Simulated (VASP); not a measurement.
Write the native input for VASP 6.6.1 that does the following.

* Task: relaxation of cell and atoms
* Functional: PBEsol
* Potentials or basis: VASP PAW PBE potentials, release 64 (C)
* Cutoff: 600 eV
* k mesh: 6 × 6 × 6
* Occupations: gaussian, width 0.1 eV
* Spin: no spin polarisation
* Dipole correction: no
* Further INCAR settings: ALGO = Normal; EDIFF = 1e-07; IBRION = 2; EDIFFG = -0.04; NSW = 90; ISIF = 3

The structure of C lies in POSCAR:

```
C
1.0
    1.5254665541      0.8807285256      2.8287948316
   -1.5254665541      0.8807285256      2.8287948316
    0.0000000000     -1.7614570513      2.8287948316
C
2
Direct
    0.2275400000      0.2275400000      0.2275400000
    0.7724600000      0.7724600000      0.7724600000
```

These files were run (other wordings do the same):

INCAR

```
SYSTEM = C
PREC = Accurate
ENCUT = 600
EDIFF = 1E-7
ISMEAR = 0
SIGMA = 0.1
LREAL = .False.
LASPH = .True.
NELM = 60
ALGO = Normal
ISIF = 3
LWAVE = .False.
LCHARG = .False.
GGA = PS
IBRION = 2
NSW = 90
EDIFFG = -0.04
```

KPOINTS

```
Automatic mesh
0
Gamma
  6 6 6
  0 0 0
```

Potentials or basis: VASP PAW PBE potentials, release 64 (C).

Launch:

```bash
$ cat potpaw_PBE.64/C/POTCAR > POTCAR
$ mpirun -np 1 vasp_std > vasp.out
```

It gave:

The relaxed volume is 5.61 Å³/atom and the relaxed cell is a = 2.513 Å, b = 2.513 Å, c = 2.513 Å, α = 60.04°, β = 60.04°, γ = 60.04°. The space group after relaxing (to 0.05 Å) is Fd-3m (No. 227) and the energy gained by relaxing is 4125.7 meV/atom. The ionic steps are 20. The pressure after relaxing is 0.5 GPa and the largest force after relaxing is 0.011 eV/Å. The band gap on the k mesh is 4.06 eV, indirect (least direct gap 5.56 eV).

Caveat: the volume moved by over 15 % at a fixed basis, so the end points are rough; the PAW data sets were made with another functional, which shifts forces and pressure a little.

It took 43 s on 1 thread of Intel(R) Xeon(R) 6975P-C (Granite Rapids) (shared host), peak memory 0.15 GiB.
